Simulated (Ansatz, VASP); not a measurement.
Two plane-wave programs on KI

Contents of INCAR:

```
ALGO = Normal
EDIFF = 1E-6
ENCUT = 520
GGA = PE
ISIF = 2
ISMEAR = -1
LASPH = True
LCHARG = False
LREAL = False
LWAVE = False
NBANDS = 15
NELM = 80
PREC = Accurate
SIGMA = 0.02
```

KPOINTS

```
k-points
0
Gamma
  6 6 6
```

The input POSCAR:

```
KI
1.0
    0.0000000000      3.8865762157      3.8865762157
    3.8865762157      0.0000000000      3.8865762157
    3.8865762157      3.8865762157      0.0000000000
K I
1 1
Direct
    0.0000000000      0.0000000000      0.0000000000
    0.2500000000      0.2500000000      0.2500000000
```

Input for Ansatz:

```yaml
crystal:
  lattice:
    - [0.0, 3.8865762157, 3.8865762157]
    - [3.8865762157, 0.0, 3.8865762157]
    - [3.8865762157, 3.8865762157, 0.0]
  atoms:
    - { symbol: K, position: [0.0, 0.0, 0.0] }
    - { symbol: I, position: [0.25, 0.25, 0.25] }
kpoints:
  mp_grid: { grid: [6, 6, 6] }
  band_path:
    path:
      - [0.0, 0.0, 0.0]
      - [-0.5, -0.5, 0.0]
      - [-0.375, -0.375, 0.25]
      - [-0.375, 0.0, 0.375]
      - [0.0, 0.0, 0.5]
      - [-0.5, -0.25, 0.25]
      - [0.0, 0.166667, -0.166667]
    npoints: 1
hamiltonian:
  xc: pbe
scf:
  occupations: { method: fermi_dirac, width: 0.02 }
  n_extra_bands: 4
output:
  forces: true
  stress: true
  eigenvalues: true
  write_density: true
  write_potential: true
  elf: true
  volumetric_format: npy
```

Change from the starting cell: hydrostatic strain -2.0%.

Alike in both runs: task single point; functional PBE; k mesh 6 × 6 × 6; occupations fermi-dirac, width 0.02 eV; no spin polarisation.

|  | VASP | Ansatz |
| --- | --- | --- |
| version | VASP 6.6.1 | Ansatz 0.2.0 |
| potentials or method | VASP PAW PBE potentials, release 64 (K_sv, I) | plane waves, PAW |
| plane-wave cutoff (eV) | 520 | 420 |
| valence electrons in the cell | 16 | 26 |

|  | VASP | Ansatz | Ansatz less VASP |
| --- | --- | --- | --- |
| gap on the k mesh at the Fermi level (eV) | 4.03 | 4.03 | +0.003 |
| pressure (GPa) | 0.7 | 0.7 | -0.03 |

The functional is the same, so the differences come from potentials, cutoffs and numerics. VASP's potentials hold 16 valence electrons a cell and Ansatz's 26, so a difference there can come from the potentials and not from the codes.

Spin-orbit coupling is off throughout.
